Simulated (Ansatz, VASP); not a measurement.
# One calculation of CuO, two programs

INCAR

```
SYSTEM = CuO
PREC = Accurate
ENCUT = 820
EDIFF = 1E-6
ISMEAR = 0
SIGMA = 0.05
LREAL = .FALSE.
LASPH = .TRUE.
NELM = 200
ALGO = Normal
ISIF = 2
LWAVE = .FALSE.
LCHARG = .FALSE.
ISPIN = 2
MAGMOM = 1 0
LORBIT = 11
LMAXMIX = 4
LDAU = .TRUE.
LDAUTYPE = 2
LDAUL = 2 -1
LDAUU = 8 0
LDAUJ = 0 0
LDAUPRINT = 1
NBANDS = 24
GGA_COMPAT = .FALSE.
```

KPOINTS

```
regular mesh
0
G
  7 7 7
  0 0 0
```

File POSCAR:

```
CuO
1.0
    2.5525506100      0.0000000000      0.0000000000
    0.0000000000      2.5525506100      0.0000000000
    0.0000000000      0.0000000000      2.5525506100
Cu O
1 1
Direct
    0.0000000000      0.0000000000      0.0000000000
    0.5000000000      0.5000000000      0.5000000000
```

Input for Ansatz:

```yaml
crystal:
  lattice:
    - [2.55255061, 0.0, 0.0]
    - [0.0, 2.55255061, 0.0]
    - [0.0, 0.0, 2.55255061]
  atoms:
    - { symbol: Cu, position: [0.0, 0.0, 0.0], spin: 1.0 }
    - { symbol: O, position: [0.5, 0.5, 0.5] }
basis:
  ecutwfc: 420
  ecutrho_ratio: 4
kpoints:
  mp_grid: { grid: [7, 7, 7] }
hamiltonian:
  xc: lda
  hubbard: { sites: [{ site: 0, l: d, u_eff: 8.0 }] }
scf:
  occupations: { method: gaussian, width: 0.05 }
output:
  forces: true
  stress: true
  eigenvalues: true
  populations: true
  hubbard: { sites: [{ site: 0, l: d }] }
magnetization:
  spin_polarized: true
```

Alike in both runs: task single point; functional LDA; k mesh 7 × 7 × 7; occupations gaussian, width 0.05 eV; collinear spin; Hubbard terms Cu d U = 8.0 eV.

|  | VASP | Ansatz |
| --- | --- | --- |
| version | VASP 6.6.1 | Ansatz 0.2.0 |
| potentials or method | VASP PAW LDA potentials, release 64 (Cu_sv_GW, O), cutoff 820 eV | scalar-relativistic, plane waves, PAW |
| valence electrons in the cell | 25 | 25 |

Ansatz gave:

```
gap on the k mesh at the Fermi level (eV)                     : none
pressure (GPa)                                                : 11.0
net moment per atom (μB)                                      : 0.50
size of the moment on the site where the two differ most (μB) : 0.73
```

Problem. Estimate VASP's values.

Solution. gap on the k mesh at the Fermi level (eV): none; pressure (GPa): -1.3; net moment per atom (μB): 0.50; size of the moment on the site where the two differ most (μB): 0.58.

LDA's correlation is that of Perdew and Zunger in VASP and of Perdew and Wang (1992) in Ansatz. Site moments also hang on the region over which each program counts them. The programs project onto different local orbitals, so the same U acts differently, and such runs can settle in different states. A gap of «none» marks a metal or a gap that the smearing closes. Ansatz's warnings: filled band counts differ across k points.
